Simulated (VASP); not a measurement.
# Si3N4 (P6_3/m) in VASP: notebook

Si3N4 is run at these levels: r2SCAN; tasks: single point.

All numbers are computed with VASP 6.6.1; they aren't measurements. Logs are shortened: lines on timing, memory, paths and dates and some standing lists are left out, and cuts for length are marked.

## 1. The cell of the first run

The structure is hexagonal, space group P6_3/m (No. 176). The conventional cell has a = 7.606 Å, b = 7.606 Å, c = 2.906 Å, α = 90.00°, β = 90.00°, γ = 120.00°. Within 2.3 Å of Si (site symmetry m) lie 4 N at 1.73 to 1.74 Å. Within 2.3 Å of N (site symmetry -6) lie 3 Si at 1.73 Å. Within 2.3 Å of N (site symmetry m) lie 3 Si at 1.73 to 1.74 Å.

## 2. Single point, r2SCAN

The input, POSCAR:

```
Si3N4
1.0
    7.6056640558      0.0000000000      0.0000000000
   -3.8028320279      6.5866982850      0.0000000000
    0.0000000000      0.0000000000      2.9056464664
Si N
6 8
Direct
    0.2306108591      0.8245677903      0.7500000000
    0.4060430687      0.2306108591      0.2500000000
    0.8245677903      0.5939569313      0.2500000000
    0.1754322097      0.4060430687      0.7500000000
    0.5939569313      0.7693891409      0.7500000000
    0.7693891409      0.1754322097      0.2500000000
    0.3333333333      0.6666666667      0.7500000000
    0.6666666667      0.3333333333      0.2500000000
    0.9687373408      0.6696818164      0.7500000000
    0.2990555244      0.9687373408      0.2500000000
    0.6696818164      0.7009444756      0.2500000000
    0.3303181836      0.2990555244      0.7500000000
    0.0312626592      0.3303181836      0.2500000000
    0.7009444756      0.0312626592      0.7500000000
```

The input, INCAR.step1:

```
  PREC = Accurate
  ENCUT = 520
  ISMEAR = 0
  SIGMA = 0.01
  LREAL = F
  LASPH = T
  NELM = 80
  NBANDS = 45
  GGA = PE
  ALGO = Normal
  EDIFF = 1E-4
  LWAVE = T
  LCHARG = F
```

The input, INCAR.step2:

```
  PREC = Accurate
  ENCUT = 520
  EDIFF = 1E-6
  ISMEAR = 0
  SIGMA = 0.01
  LREAL = F
  LASPH = T
  NELM = 80
  ALGO = Normal
  ISIF = 2
  LWAVE = F
  LCHARG = T
  METAGGA = R2SCAN
  LMIXTAU = T
  LELF = T
  LVHAR = T
  NBANDS = 45
  ISTART = 1
```

The input, KPOINTS:

```
regular mesh
0
Gamma
  6 6 8
```

Potentials or basis: VASP PAW PBE potentials, release 64 (Si, N).

Command:

```console
cat potpaw_PBE.64/Si/POTCAR potpaw_PBE.64/N/POTCAR > POTCAR
cp INCAR.step1 INCAR
mpirun -np 1 vasp_std > vasp.out
cp INCAR.step2 INCAR
mpirun -np 1 vasp_std > vasp.out
```

OUTCAR:

```text
PREC = Accurate
   ENCUT = 520
   EDIFF = 1E-6
   ISMEAR = 0
   LREAL = F
   LASPH = T
   NELM = 80
   ISIF = 2
   METAGGA = R2SCAN
   ISTART = 1

 ion  position               nearest neighbor table
   1  0.231  0.825  0.750-   7 1.73   9 1.73  10 1.74  10 1.74   5 3.00   4 3.00   3 3.05   3 3.05
                             2 3.05   2 3.05
   2  0.406  0.231  0.250-   8 1.73  10 1.73  12 1.74  12 1.74   6 3.00   3 3.00   4 3.05   4 3.05
                             1 3.05   1 3.05
   3  0.825  0.594  0.250-   8 1.73  11 1.73   9 1.74   9 1.74   2 3.00   6 3.00   5 3.05   5 3.05
                             1 3.05   1 3.05
   4  0.175  0.406  0.750-   7 1.73  12 1.73  13 1.74  13 1.74   5 3.00   1 3.00   2 3.05   2 3.05
                             6 3.05   6 3.05
   5  0.594  0.769  0.750-   7 1.73  14 1.73  11 1.74  11 1.74   1 3.00   4 3.00   3 3.05   3 3.05
                             6 3.05   6 3.05
   6  0.769  0.175  0.250-   8 1.73  13 1.73  14 1.74  14 1.74   2 3.00   3 3.00   4 3.05   4 3.05
                             5 3.05   5 3.05
   7  0.333  0.667  0.750-   1 1.73   4 1.73   5 1.73
   8  0.667  0.333  0.250-   6 1.73   3 1.73   2 1.73
   9  0.969  0.670  0.750-   1 1.73   3 1.74   3 1.74
  10  0.299  0.969  0.250-   2 1.73   1 1.74   1 1.74
  11  0.670  0.701  0.250-   3 1.73   5 1.74   5 1.74
  12  0.330  0.299  0.750-   4 1.73   2 1.74   2 1.74
  13  0.031  0.330  0.250-   6 1.73   4 1.74   4 1.74
  14  0.701  0.031  0.750-   5 1.73   6 1.74   6 1.74

  LATTYP: Found a hexagonal cell.
 ALAT       =     7.6056640558
 C/A-ratio  =     0.3820371824

  Lattice vectors:

 A1 = (   7.6056640558,   0.0000000000,   0.0000000000)
 A2 = (  -3.8028320279,   6.5866982850,   0.0000000000)
 A3 = (   0.0000000000,   0.0000000000,   2.9056464664)

Analysis of symmetry for initial positions (statically):
=====================================================================
 Subroutine PRICEL returns:
 Original cell was already a primitive cell.

 Routine SETGRP: Setting up the symmetry group for a
 hexagonal supercell.

 Subroutine GETGRP returns: Found 12 space group operations
 (whereof  6 operations were pure point group operations)
 out of a pool of 24 trial point group operations.

The static configuration has the point symmetry S_6 .
 The point group associated with its full space group is C_6h.

Analysis of symmetry for dynamics (positions and initial velocities):
=====================================================================
 Subroutine PRICEL returns:
 Original cell was already a primitive cell.

[... 150 lines left out ...]
   IMIX   =      4    mixing-type and parameters
     AMIX     =   0.40;   BMIX     =  1.00
     AMIX_MAG =   1.60;   BMIX_MAG =  1.00
  volume/ion in A,a.u.               =      10.40        70.16
  Fermi-wavevector in a.u.,A,eV,Ry     =   1.244855  2.352436 21.084474  1.549665
  Thomas-Fermi vector in A             =   2.379104
   LORBIT       =      0    0 simple, 1 ext, 2 COOP (PROOUT), +10 PAW based schemes
   METAGGA = R2SCAN    functional components
   LHFCALC =     F    Hartree Fock is set to
   AEXX    =    0.0000 exact exchange contribution
   IVDW    =     0    specifies the selected vdW correction
   LEPSILON=     F    determine dielectric tensor
   LRPA    =     F    only Hartree local field effects (RPA)
 non-spin polarized calculation
 Gauss-broadening in eV      SIGMA  =   0.01
  energy-cutoff  :      520.00
  volume of cell :      145.56
 maximum number of plane-waves:      3965
 NGX is ok and might be reduce to    60
   NGX = 29   NGY = 29   NGZ = 11

 number of electron      63.9999992 magnetization

 Free energy of the ion-electron system (eV)
  ---------------------------------------------------
  ext. energy  EPLUGINS =         0.00000000
  ---------------------------------------------------
  free energy    TOTEN  =      -144.16566243 eV

  energy without entropy =     -144.16566243  energy(sigma->0) =     -144.16566243

 E-fermi :   6.6320     XC(G=0): -11.3719

 val. band max:        6.5164884713   @ k =   0.0000   0.0000   0.1250
 cond. band min:      11.5177008756   @ k =   0.0000   0.0000   0.0000
 fundamental gap:      5.0012124044
 Fermi energy:         6.6320427120

 k-point     1 :       0.0000    0.0000    0.0000
  band No.  band energies     occupation
      1     -12.5842      2.00000
      2     -11.1132      2.00000
      3     -11.1132      2.00000
      4     -10.4560      2.00000
      5     -10.3214      2.00000
      6     -10.3214      2.00000
[... 1117 lines left out ...]
     43      15.6276      0.00000
     44      15.6276      0.00000

 [... further k-points ...]

 [bands above 44 left out]

------------------------ aborting loop because EDIFF is reached ----------------------------------------

  FORCE on cell =-STRESS in cart. coord.  units (eV):
  Direction    XX          YY          ZZ          XY          YZ          ZX
  --------------------------------------------------------------------------------------
  -------------------------------------------------------------------------------------
  Total       -0.1298921     -0.1298921     -0.1699232      0.0000010      0.0000000      0.0000000
  in kB       -1.4297025     -1.4297025     -1.8703182      0.0000105      0.0000000      0.0000000
  external PRESSURE =      -1.5765744 kB  Pullay stress =       0.0000000 kB

 VOLUME and BASIS-vectors are now :
 -----------------------------------------------------------------------------
  energy-cutoff  :      520.00
  volume of cell :      145.56
      direct lattice vectors                 reciprocal lattice vectors
     7.605664056  0.000000000  0.000000000     0.131480958  0.075910567  0.000000000
    -3.802832028  6.586698285  0.000000000     0.000000000  0.151821134  0.000000000
     0.000000000  0.000000000  2.905646466     0.000000000  0.000000000  0.344157492

 POSITION                                       TOTAL-FORCE (eV/Angst)
 -----------------------------------------------------------------------------------
     -1.38174      5.43118      2.17923        -0.001653      0.000227     -0.000000
      2.21125      1.51896      0.72641        -0.001023     -0.001318     -0.000000
      4.01267      3.91222      0.72641        -0.000630      0.001545     -0.000000
     -0.20984      2.67448      2.17923         0.000630     -0.001545      0.000000
      1.59158      5.06773      2.17923         0.001023      0.001318      0.000000
      5.18458      1.15552      0.72641         0.001653     -0.000227      0.000000
     -0.00000      4.39113      2.17923         0.000000      0.000000      0.000000
      3.80283      2.19557      0.72641         0.000000      0.000000     -0.000000
      4.82120      4.41099      2.17923         0.000398      0.001724     -0.000000
     -1.40943      6.38078      0.72641        -0.001294      0.001206      0.000000
      2.42780      4.61691      0.72641         0.001692      0.000517     -0.000000
      1.37503      1.96979      2.17923        -0.001692     -0.000517      0.000000
     -1.01837      2.17571      0.72641        -0.000398     -0.001724      0.000000
      5.21226      0.20592      2.17923         0.001294     -0.001206      0.000000
 -----------------------------------------------------------------------------------
    total drift:                               -0.000001      0.000000     -0.000000

  FREE ENERGIE OF THE ION-ELECTRON SYSTEM (eV)
  ---------------------------------------------------
  free  energy   TOTEN  =      -144.1656624273 eV

  energy  without entropy=     -144.1656624273  energy(sigma->0) =     -144.16566243
```

OUTCAR.step1:

```text
PREC = Accurate
   ENCUT = 520
   ISMEAR = 0
   LREAL = F
[... 1408 lines left out ...]
      2.42780      4.61691      0.72641         0.036371     -0.010280      0.000000
      1.37503      1.96979      2.17923        -0.036371      0.010280     -0.000000
     -1.01837      2.17571      0.72641        -0.027089     -0.026358      0.000000
      5.21226      0.20592      2.17923         0.009283     -0.036639     -0.000000
 -----------------------------------------------------------------------------------
    total drift:                               -0.000001      0.000000     -0.000000

  FREE ENERGIE OF THE ION-ELECTRON SYSTEM (eV)
  ---------------------------------------------------
  free  energy   TOTEN  =      -114.4901108791 eV

  energy  without entropy=     -114.4901108791  energy(sigma->0) =     -114.49011088
```

OSZICAR.step1:

```text
N       E                     dE             d eps       ncg     rms          rms(c)
DAV:   1     0.283059002521E+03    0.28306E+03   -0.31802E+04  3608   0.132E+03
DAV:   2    -0.108031049724E+03   -0.39109E+03   -0.37253E+03  4633   0.279E+02
DAV:   3    -0.130946939106E+03   -0.22916E+02   -0.22761E+02  4584   0.709E+01
DAV:   4    -0.131303398354E+03   -0.35646E+00   -0.35534E+00  4528   0.950E+00
DAV:   5    -0.131311999475E+03   -0.86011E-02   -0.85904E-02  4422   0.142E+00    0.296E+01
DAV:   6    -0.114623564070E+03    0.16688E+02   -0.58723E+01  4337   0.309E+01    0.132E+01
DAV:   7    -0.114534923150E+03    0.88641E-01   -0.31581E+00  4560   0.730E+00    0.631E+00
DAV:   8    -0.114488348748E+03    0.46574E-01   -0.17414E-01  4395   0.202E+00    0.217E+00
DAV:   9    -0.114487446288E+03    0.90246E-03   -0.39395E-02  4536   0.103E+00    0.310E-01
DAV:  10    -0.114489329423E+03   -0.18831E-02   -0.38254E-03  4094   0.274E-01    0.176E-01
DAV:  11    -0.114490073621E+03   -0.74420E-03   -0.94377E-04  4142   0.158E-01    0.283E-02
DAV:  12    -0.114490110879E+03   -0.37258E-04   -0.48072E-05  3160   0.394E-02
   1 F= -.11449011E+03 E0= -.11449011E+03  d E =-.614271E-30
```

It took 6.3 min on 1 thread of Intel Xeon 6975P-C (Granite Rapids), shared host; peak memory 0.41 GiB.

What came out:

```yaml
Free_energy: -144.1657 eV
Pressure: -0.2 GPa
Band_gap_on_the_k_mesh: 5.00 eV (least direct gap 5.20 eV)
```

Levels at points of the mesh, in eV from the valence-band top:
```
           k point  band 30  band 31  band 32  band 33  band 34  band 35
(0.00, 0.00, 0.00)    -0.46    -0.40    -0.19     5.00     5.28     5.57
(0.50, 0.00, 0.00)    -0.80    -0.33    -0.25     5.27     5.39     5.57
(0.00, 0.00, 0.50)    -1.67    -1.35    -1.35     5.35     5.35     5.35
(0.50, 0.00, 0.50)    -1.55    -1.07    -1.07     5.45     5.45     6.52
```

Caveat: the PAW data sets were made with another functional, which shifts forces and pressure a little. A k mesh can miss the band edges.

[end of part 1 of 2]
